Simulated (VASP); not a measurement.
# Zr (P6_3/mmc) in VASP: notebook

The runs below take Zr through single point, with PBE.

All numbers are computed with VASP 6.6.1; they aren't measurements. Logs are shortened: lines on timing, memory, paths and dates and some standing lists are left out, and cuts for length are marked.

## 1. The cell of the first run

It takes space group P6_3/mmc (No. 194, hexagonal). The conventional cell has a = 3.122 Å, b = 3.122 Å, c = 5.054 Å, α = 90.00°, β = 90.00°, γ = 120.00°. Within 4.1 Å of Zr (site symmetry -6m2) lie 12 Zr at 3.10 to 3.12 Å.

## 2. Single point, PBE

File INCAR:

```
  ALGO = Normal
  EDIFF = 1E-6
  ENCUT = 520
  GGA = PE
  ISIF = 2
  ISMEAR = -1
  LASPH = True
  LCHARG = True
  LELF = True
  LREAL = False
  LVHAR = True
  LWAVE = False
  NBANDS = 19
  NELM = 80
  PREC = Accurate
  SIGMA = 0.05
```

File KPOINTS:

```
k-points
0
Gamma
  9 9 5
```

File POSCAR:

```
Zr
1.0
    3.1222014045      0.0000000000      0.0000000000
   -1.5611007022      2.7039057320      0.0000000000
    0.0000000000      0.0000000000      5.0539160783
Zr
2
Direct
    0.6666666667      0.3333333333      0.7500000000
    0.3333333333      0.6666666667      0.2500000000
```

Potentials or basis: VASP PAW PBE potentials, release 64 (Zr_sv).

Run with:

```bash
$ cat potpaw_PBE.64/Zr_sv/POTCAR > POTCAR
$ mpirun -np 1 vasp_std > vasp.out
```

OUTCAR:

```text
EDIFF = 1E-6
   ENCUT = 520
   GGA = PE
   ISIF = 2
   ISMEAR = -1
   LASPH = True
   LREAL = False
   NELM = 80
   PREC = Accurate

 ion  position               nearest neighbor table
   1  0.667  0.333  0.750-   2 3.10   2 3.10   2 3.10   2 3.10   2 3.10   2 3.10
   2  0.333  0.667  0.250-   1 3.10   1 3.10   1 3.10   1 3.10   1 3.10   1 3.10

  LATTYP: Found a hexagonal cell.
 ALAT       =     3.1222014045
 C/A-ratio  =     1.6187027752

  Lattice vectors:

 A1 = (   3.1222014045,   0.0000000000,   0.0000000000)
 A2 = (  -1.5611007022,   2.7039057320,   0.0000000000)
 A3 = (   0.0000000000,   0.0000000000,   5.0539160783)

Analysis of symmetry for initial positions (statically):
=====================================================================
 Subroutine PRICEL returns:
 Original cell was already a primitive cell.

 Routine SETGRP: Setting up the symmetry group for a
 hexagonal supercell.

 Subroutine GETGRP returns: Found 24 space group operations
 (whereof 12 operations were pure point group operations)
 out of a pool of 24 trial point group operations.

The static configuration has the point symmetry D_3d.
 The point group associated with its full space group is D_6h.

Analysis of symmetry for dynamics (positions and initial velocities):
=====================================================================
 Subroutine PRICEL returns:
 Original cell was already a primitive cell.

 Routine SETGRP: Setting up the symmetry group for a
 hexagonal supercell.

 Subroutine GETGRP returns: Found 24 space group operations
 (whereof 12 operations were pure point group operations)
 out of a pool of 24 trial point group operations.

The dynamic configuration has the point symmetry D_3d.
 The point group associated with its full space group is D_6h.

 Subroutine INISYM returns: Found 24 space group operations
 (whereof 12 operations are pure point group operations),
 and found     1 'primitive' translations

----------------------------------------------------------------------------------------

                                     Primitive cell

  volume of cell :      42.6659

  direct lattice vectors                    reciprocal lattice vectors
     3.122201405  0.000000000  0.000000000     0.320286833  0.184917689  0.000000000
    -1.561100702  2.703905732  0.000000000     0.000000000  0.369835379  0.000000000
     0.000000000  0.000000000  5.053916078     0.000000000  0.000000000  0.197866364

  length of vectors
     3.122201405  3.122201404  5.053916078     0.369835379  0.369835379  0.197866364

  position of ions in fractional coordinates (direct lattice)
     0.666666667  0.333333333  0.750000000
     0.333333333  0.666666667  0.250000000

  ion indices of the primitive-cell ions
   primitive index   ion index
                 1           1
                 2           2

----------------------------------------------------------------------------------------

 KPOINTS: k-points

Automatic generation of k-mesh.
 Grid dimensions read from file:
 generate k-points for:    9    9    5

 Generating k-lattice:

  Cartesian coordinates                     Fractional coordinates (reciprocal lattice)
     0.035587426  0.020546410  0.000000000     0.111111111  0.000000000  0.000000000
     0.000000000  0.041092820  0.000000000     0.000000000  0.111111111  0.000000000
     0.000000000  0.000000000  0.039573273     0.000000000  0.000000000  0.200000000

  Length of vectors
     0.041092820  0.041092820  0.039573273

  Shift w.r.t. Gamma in fractional coordinates (k-lattice)
     0.000000000  0.000000000  0.000000000

 Subroutine IBZKPT returns following result:
 ===========================================

 Found     36 irreducible k-points:

 Following reciprocal coordinates:
            Coordinates               Weight
  0.000000  0.000000  0.000000      1.000000
  0.111111  0.000000  0.000000      6.000000
  0.222222  0.000000  0.000000      6.000000
  0.333333  0.000000  0.000000      6.000000
  0.444444  0.000000  0.000000      6.000000
  0.111111  0.111111  0.000000      6.000000
[... 16 lines left out ...]
  0.333333  0.222222  0.200000     24.000000
  0.333333  0.333333  0.200000      4.000000
 [... further k-points ...]
   k-points           NKPTS =     36   k-points in BZ     NKDIM =     36   number of bands    NBANDS=     19
   number of dos      NEDOS =    301   number of ions     NIONS =      2
   total plane-waves  NPLWV =  23040
   dimension x,y,z NGX =    24 NGY =   24 NGZ =   40
   dimension x,y,z NGXF=    48 NGYF=   48 NGZF=   80
   ions per type =               2
   NGX,Y,Z   is equivalent  to a cutoff of  12.78, 12.78, 13.16 a.u.
   NGXF,Y,Z  is equivalent  to a cutoff of  25.56, 25.56, 26.32 a.u.
 SYSTEM =  unknown system
   PREC   = accura    normal or accurate (medium, high low for compatibility)
   ISTART =      0    job   : 0-new  1-cont  2-samecut
   ICHARG =      2    charge: 1-file 2-atom 10-const
   ISPIN  =      1    spin polarized calculation?
   LNONCOLLINEAR =      F non collinear calculations
   LSORBIT =      F    spin-orbit coupling
   LASPH  =      T    aspherical Exc in radial PAW
   ENCUT  =  520.0 eV  38.22 Ry    6.18 a.u.   5.81  5.81  9.40*2*pi/ulx,y,z
   NELM   =     80;   NELMIN=  2; NELMDL= -5     # of ELM steps
   EDIFF  = 0.1E-05   stopping-criterion for ELM
   LREAL  =      F    real-space projection
   EDIFFG = 0.1E-04   stopping-criterion for IOM
   NSW    =      0    number of steps for IOM
   IBRION =     -1    ionic relax: 0-MD 1-quasi-New 2-CG
   NFREE  =      0    steps in history (QN), initial steepest desc. (CG)
   ISIF   =      2    stress and relaxation
   ISYM   =      2    0-nonsym 1-usesym 2-fastsym
   POTIM  = 0.5000    time-step for ionic-motion
   TEBEG  =    0.0;   TEEND  =   0.0 temperature during run
   PSTRESS=    0.0 pullay stress
   NELECT =      24.0000    total number of electrons
   NUPDOWN=      -1.0000    fix difference up-down
   EMIN   =  10.00;   EMAX   =-10.00  energy-range for DOS
   EFERMI =   0.00;   METHOD = LEGACY
   ISMEAR =    -1;   SIGMA  =   0.05  broadening in eV -4-tet -1-fermi 0-gaus
   EFERMI_NEDOS =   21; number of points for ismear=-14 and -15
   IALGO  =     38    algorithm
   IMIX   =      4    mixing-type and parameters
     AMIX     =   0.40;   BMIX     =  1.00
     AMIX_MAG =   1.60;   BMIX_MAG =  1.00
  volume/ion in A,a.u.               =      21.33       143.96
  Fermi-wavevector in a.u.,A,eV,Ry     =   1.351404  2.553783 24.848208  1.826292
  Thomas-Fermi vector in A             =   2.478828
   LORBIT       =      0    0 simple, 1 ext, 2 COOP (PROOUT), +10 PAW based schemes
   GGA     = PE    functional components
   LHFCALC =     F    Hartree Fock is set to
   AEXX    =    0.0000 exact exchange contribution
   IVDW    =     0    specifies the selected vdW correction
   LEPSILON=     F    determine dielectric tensor
   LRPA    =     F    only Hartree local field effects (RPA)
 non-spin polarized calculation
  energy-cutoff  :      520.00
  volume of cell :       42.67
 maximum number of plane-waves:      1164
 NGX is ok and might be reduce to    24
   NGX = 11   NGY = 11   NGZ = 19

 number of electron      23.9999999 magnetization

 Free energy of the ion-electron system (eV)
  ---------------------------------------------------
  ext. energy  EPLUGINS =         0.00000000
  ---------------------------------------------------
  free energy    TOTEN  =       -16.93208603 eV

  energy without entropy =      -16.91486589  energy(sigma->0) =      -16.92347596

 E-fermi :  10.0005     XC(G=0): -11.4853

 val. band max:        9.9534195733   @ k =   0.4444   0.0000   0.0000
 cond. band min:      10.0108801832   @ k =   0.2222   0.2222   0.4000
 fundamental gap:      0.0574606099
 Fermi energy:        10.0005446192

 k-point     1 :       0.0000    0.0000    0.0000
  band No.  band energies     occupation
      1     -38.6766      2.00000
      2     -38.4684      2.00000
      3     -17.3474      2.00000
      4     -16.2116      2.00000
      5     -16.2116      2.00000
      6     -16.0629      2.00000
[... 11 lines left out ...]
     18      12.4281      0.00000
     19      14.8820      0.00000

 k-point     2 :       0.1111    0.0000    0.0000
  band No.  band energies     occupation
      1     -38.6564      2.00000
      2     -38.4590      2.00000
      3     -17.2986      2.00000
      4     -16.3269      2.00000
      5     -16.2478      2.00000
      6     -16.1615      2.00000
[... 11 lines left out ...]
     18      12.1047      0.00000
     19      15.1142      0.00000

 k-point     3 :       0.2222    0.0000    0.0000
  band No.  band energies     occupation
      1     -38.6030      2.00000
      2     -38.4368      2.00000
      3     -17.1636      2.00000
      4     -16.6167      2.00000
      5     -16.4454      2.00000
      6     -16.3341      2.00000
[... 11 lines left out ...]
     18      12.9487      0.00000
     19      15.4840      0.00000

 k-point     4 :       0.3333    0.0000    0.0000
  band No.  band energies     occupation
      1     -38.5367      2.00000
      2     -38.4162      2.00000
      3     -16.9778      2.00000
      4     -16.9408      2.00000
      5     -16.7469      2.00000
      6     -16.4264      2.00000
[... 11 lines left out ...]
     18      14.3340      0.00000
     19      15.7144      0.00000

 k-point     5 :       0.4444    0.0000    0.0000
  band No.  band energies     occupation
      1     -38.4860      2.00000
      2     -38.4098      2.00000
      3     -17.1481      2.00000
      4     -16.9343      2.00000
      5     -16.8115      2.00000
      6     -16.4842      2.00000
[... 11 lines left out ...]
     18      15.7940      0.00000
     19      15.8032      0.00000
[... 334 lines left out ...]
      2     -38.4160      2.00000
      3     -17.1994      2.00000
      4     -17.0192      2.00000
      5     -16.6689      2.00000
      6     -16.4985      2.00000
[... 11 lines left out ...]
     18      15.6571      0.00000
     19      16.6402      0.00000

 k-point    22 :       0.2222    0.2222    0.2000
  band No.  band energies     occupation
      1     -38.4953      2.00000
      2     -38.4193      2.00000
      3     -17.0285      2.00000
      4     -16.9441      2.00000
      5     -16.6480      2.00000
      6     -16.5637      2.00000
[... 11 lines left out ...]
     18      15.1797      0.00000
     19      16.2248      0.00000

 k-point    23 :       0.3333    0.2222    0.2000
  band No.  band energies     occupation
      1     -38.4544      2.00000
      2     -38.4162      2.00000
      3     -17.0783      2.00000
      4     -16.9646      2.00000
      5     -16.7432      2.00000
      6     -16.5534      2.00000
[... 11 lines left out ...]
     18      15.5754      0.00000
     19      17.2941      0.00000

 k-point    24 :       0.3333    0.3333    0.2000
  band No.  band energies     occupation
      1     -38.4276      2.00000
      2     -38.4276      2.00000
      3     -16.9460      2.00000
      4     -16.9224      2.00000
      5     -16.9224      2.00000
      6     -16.6225      2.00000
[... 11 lines left out ...]
     18      14.8060      0.00000
     19      17.5031      0.00000

 [... further k-points ...]
[... 5 lines left out ...]
  --------------------------------------------------------------------------------------
  -------------------------------------------------------------------------------------
  Total        2.6599389      2.6599389      2.6591068      0.0000000     -0.0000000      0.0000000
  in kB       99.8853393     99.8853392     99.8540931      0.0000000     -0.0000000      0.0000000
  external PRESSURE =      99.8749239 kB  Pullay stress =       0.0000000 kB

 VOLUME and BASIS-vectors are now :
 -----------------------------------------------------------------------------
  energy-cutoff  :      520.00
  volume of cell :       42.67
      direct lattice vectors                 reciprocal lattice vectors
     3.122201405  0.000000000  0.000000000     0.320286833  0.184917689  0.000000000
    -1.561100702  2.703905732  0.000000000     0.000000000  0.369835379  0.000000000
     0.000000000  0.000000000  5.053916078     0.000000000  0.000000000  0.197866364

 POSITION                                       TOTAL-FORCE (eV/Angst)
 -----------------------------------------------------------------------------------
      1.56110      0.90130      3.79044         0.000000     -0.000000      0.000000
     -0.00000      1.80260      1.26348        -0.000000      0.000000      0.000000
 -----------------------------------------------------------------------------------
    total drift:                               -0.000000      0.000000     -0.000000

  FREE ENERGIE OF THE ION-ELECTRON SYSTEM (eV)
  ---------------------------------------------------
  free  energy   TOTEN  =       -16.9320860326 eV

  energy  without entropy=      -16.9148658947  energy(sigma->0) =      -16.92347596
```

It took 12 s on 1 thread of Intel Xeon 6975P-C (Granite Rapids), shared host; peak memory 0.16 GiB.

What came out:

```
Free energy            : -16.9321 eV
Pressure               : 10.0 GPa
Band gap on the k mesh : zero (bands 12 and 13 overlap by 1.13 eV)
```

Levels at points of the mesh, in eV from the Fermi level:
| k point | band 10 | band 11 | band 12 | band 13 | band 14 | band 15 |
| --- | --- | --- | --- | --- | --- | --- |
| (0.00, 0.00, 0.00) | -3.27 | 0.90 | 0.90 | 0.90 | 1.41 | 1.64 |

Caveat: the cell stands under pressure.

[end of part 1 of 2]

The gap in the log of VASP goes by the Fermi energy; the results here count the filled bands.